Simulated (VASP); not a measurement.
Input of a VASP 6.6.1 run:

INCAR

```
PREC = Accurate ; ENCUT = 520
EDIFF = 1E-7 ; ISMEAR = 0
SIGMA = 0.05 ; LREAL = False
LASPH = True ; NELM = 100
ALGO = Normal ; ISIF = 2
LWAVE = False ; LCHARG = False
GGA = PE ; NBANDS = 27
```

KPOINTS

```
regular mesh
0
Gamma
  10 10 6
```

Contents of POSCAR:

```
SbW
1.0
    4.5863606802      0.0000000000      0.0000000000
   -2.2931803401      3.9719048600      0.0000000000
    0.0000000000      0.0000000000      5.2754850711
W Sb
2 2
Direct
    0.0000000000      0.0000000000      0.0000000000
    0.0000000000      0.0000000000      0.5000000000
    0.3333333333      0.6666666667      0.2500000000
    0.6666666667      0.3333333333      0.7500000000
```

Potentials or basis: VASP PAW PBE potentials, release 64 (W_sv, Sb).

Launch:

```bash
$ cat potpaw_PBE.64/W_sv/POTCAR potpaw_PBE.64/Sb/POTCAR > POTCAR
$ mpirun -np 1 vasp_std > vasp.out
```

Estimate the pressure.

-10.3 GPa.

What does it give for the band gap on the k mesh?

Zero (bands 19 and 20 overlap by 1.21 eV).

Stress tensor (GPa, compression positive):
```
-10.41   0.00   0.00
  0.00 -10.41   0.00
  0.00   0.00 -10.23
```

Caveat: the cell stands under tension; spin-orbit coupling is left out, which moves the levels of the heavy elements.
